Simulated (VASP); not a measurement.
Here is a VASP 6.6.1 calculation.

Contents of INCAR:

```
SYSTEM = GaN
PREC = Accurate
ENCUT = 600
EDIFF = 1E-7
ISMEAR = 0
SIGMA = 0.01
LREAL = .FALSE.
LASPH = .TRUE.
NELM = 120
ALGO = Normal
ISIF = 3
LWAVE = .FALSE.
LCHARG = .FALSE.
IBRION = 2
NSW = 80
EDIFFG = -0.001
GGA_COMPAT = .FALSE.
NELMIN = 4
```

Contents of KPOINTS:

```
regular mesh
0
G
  12 12 12
  0 0 0
```

POSCAR

```
GaN
1.0
    0.0000000000      2.0904796590      2.0904796590
    2.0904796590      0.0000000000      2.0904796590
    2.0904796590      2.0904796590      0.0000000000
Ga N
1 1
Direct
    0.0000000000      0.0000000000      0.0000000000
    0.5000000000      0.5000000000      0.5000000000
```

Potentials or basis: VASP PAW LDA potentials, release 64 (Ga_d, N).

Run with:

```sh
$ cat potpaw_LDA.64/Ga_d/POTCAR potpaw_LDA.64/N/POTCAR > POTCAR
$ mpirun -np 1 vasp_std > vasp.out
```

Q: Predict the band gap on the k mesh.

A: 0.58 eV, indirect (least direct gap 3.18 eV).

Q: Estimate the relaxed volume.

A: 9.19 Å³/atom.

Q: What does it give for the relaxed cell?

A: a = 2.962 Å, b = 2.962 Å, c = 2.962 Å, α = 60.00°, β = 60.00°, γ = 60.00°.

Step by step:
| step | energy change (eV) | largest force (eV/Å) | pressure (GPa) | volume (Å³) |
| --- | --- | --- | --- | --- |
| 1 | 0.0000 | 0.0000 | 1.30 | 18.27 |
| 2 | 0.0000 | 0.0000 | -1.29 | 18.47 |
| 3 | -0.0004 | 0.0000 | 0.11 | 18.37 |
| 4 | -0.0004 | 0.0000 | -0.14 | 18.38 |
| 5 | -0.0004 | 0.0000 | -0.05 | 18.37 |
| 6 | -0.0004 | 0.0000 | 0.05 | 18.37 |
| 7 | -0.0004 | 0.0000 | 0.00 | 18.37 |

A k mesh can miss the band edges.
